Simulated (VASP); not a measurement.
Write the native input for VASP 6.6.1 that does the following.

* Task: single point
* Functional: r2SCAN
* Potentials or basis: VASP PAW PBE potentials, release 64 (B, N)
* Cutoff: 520 eV
* k mesh: 12 × 12 × 12
* Occupations: gaussian, width 0.02 eV
* Spin: no spin polarisation
* Dipole correction: no
* Further INCAR settings: ALGO = Normal; EDIFF = 1e-06; NBANDS = 11

Crystal: BN.

```
CELL_PARAMETERS angstrom
0.00000 3.48243 2.16445
1.25080 0.00000 2.16445
1.25080 3.48243 0.00000
ATOMIC_POSITIONS crystal
B 0.00007 0.00007 0.99993
N 0.66663 0.66663 0.33337
```

One way to write it, as run:

POSCAR

```
BN
1.0
    0.0000000000      3.4824279504      2.1644484174
    1.2507982633      0.0000000000      2.1644484174
    1.2507982633      3.4824279504      0.0000000000
B N
1 1
Direct
    0.0000732535      0.0000732535      0.9999267465
    0.6666267365      0.6666267365      0.3333732635
```

INCAR.step1

```
  ALGO = Normal
  EDIFF = 1E-4
  ENCUT = 520
  GGA = PE
  ISMEAR = 0
  LASPH = T
  LCHARG = F
  LREAL = F
  LWAVE = T
  NBANDS = 11
  NELM = 100
  PREC = Accurate
  SIGMA = 0.02
```

INCAR.step2

```
  ALGO = Normal
  EDIFF = 1E-6
  ENCUT = 520
  ISIF = 2
  ISMEAR = 0
  ISTART = 1
  LASPH = T
  LCHARG = T
  LELF = T
  LMIXTAU = T
  LREAL = F
  LVHAR = T
  LWAVE = F
  METAGGA = R2SCAN
  NBANDS = 11
  NELM = 100
  PREC = Accurate
  SIGMA = 0.02
```

KPOINTS

```
k-points
0
Gamma
  12 12 12
```

Potentials or basis: VASP PAW PBE potentials, release 64 (B, N).

The run is started by

```bash
$ cat potpaw_PBE.64/B/POTCAR potpaw_PBE.64/N/POTCAR > POTCAR
$ cp INCAR.step1 INCAR
$ mpirun -np 1 vasp_std > vasp.out
$ cp INCAR.step2 INCAR
$ mpirun -np 1 vasp_std > vasp.out
```

It gave:

| Quantity | Value |
| --- | --- |
| Pressure | 0.4 GPa |
| Band gap on the k mesh | 4.34 eV, indirect (least direct gap 5.24 eV) |

Caveat: the PAW data sets were made with another functional, which shifts forces and pressure a little.

Wall time 2.7 min on 1 thread of Intel(R) Xeon(R) Platinum 8488C (Sapphire Rapids), with other jobs on the host, peak memory 0.18 GiB.
